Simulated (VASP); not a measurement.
A run of VASP 6.6.1 is set up as follows.

File INCAR:

```
SYSTEM = C
PREC = Accurate ; ENCUT = 520
EDIFF = 1E-7 ; ISMEAR = 0
SIGMA = 0.1 ; LREAL = Auto
LASPH = .TRUE. ; NELM = 100
ALGO = Normal ; ISIF = 2
LWAVE = .FALSE. ; LCHARG = .TRUE.
GGA = PE ; LELF = .TRUE.
LVHAR = .TRUE. ; NBANDS = 76
```

File KPOINTS:

```
regular mesh
0
G
  5 5 5
  0 0 0
```

POSCAR

```
C
1.0
   -4.9330325265     -4.2721314856      0.0000000000
    1.2332581316     -6.4081972285      0.0000000000
   -1.2332581316     -3.5601095714      8.5756686354
C
28
Direct
    0.7967237231      0.9395808660      0.7526859734
    0.9395808660      0.5110094374      0.7526859734
    0.5110094374      0.7967237231      0.7526859734
    0.6538665803      0.3681522946      0.7526859734
    0.2252951517      0.6538665803      0.7526859734
    0.3681522946      0.2252951517      0.7526859734
    0.0824380089      0.0824380089      0.7526859734
    0.4633937967      0.6062509395      0.7526757528
    0.6062509395      0.1776795110      0.7526757528
    0.1776795110      0.4633937967      0.7526757528
    0.3205366538      0.0348223681      0.7526757528
    0.8919652252      0.3205366538      0.7526757528
    0.0348223681      0.8919652252      0.7526757528
    0.7491080824      0.7491080824      0.7526757528
    0.9651776319      0.1080347748      0.2473242472
    0.1080347748      0.6794633462      0.2473242472
    0.6794633462      0.9651776319      0.2473242472
    0.8223204890      0.5366062033      0.2473242472
    0.3937490605      0.8223204890      0.2473242472
    0.5366062033      0.3937490605      0.2473242472
    0.2508919176      0.2508919176      0.2473242472
    0.6318477054      0.7747048483      0.2473140266
    0.7747048483      0.3461334197      0.2473140266
    0.3461334197      0.6318477054      0.2473140266
    0.4889905626      0.2032762769      0.2473140266
    0.0604191340      0.4889905626      0.2473140266
    0.2032762769      0.0604191340      0.2473140266
    0.9175619911      0.9175619911      0.2473140266
```

Potentials or basis: VASP PAW PBE potentials, release 64 (C).

Run with:

```bash
$ cat potpaw_PBE.64/C/POTCAR > POTCAR
$ mpirun -np 1 vasp_std > vasp.out
```

(1) Predict the largest force.

(2) Estimate the pressure.

Answers

(1) 0.003 eV/Å.

(2) 0.3 GPa.

Caveat: this functional lacks dispersion, which binds the layers, so the pressure and a relaxed spacing across them are unreliable.
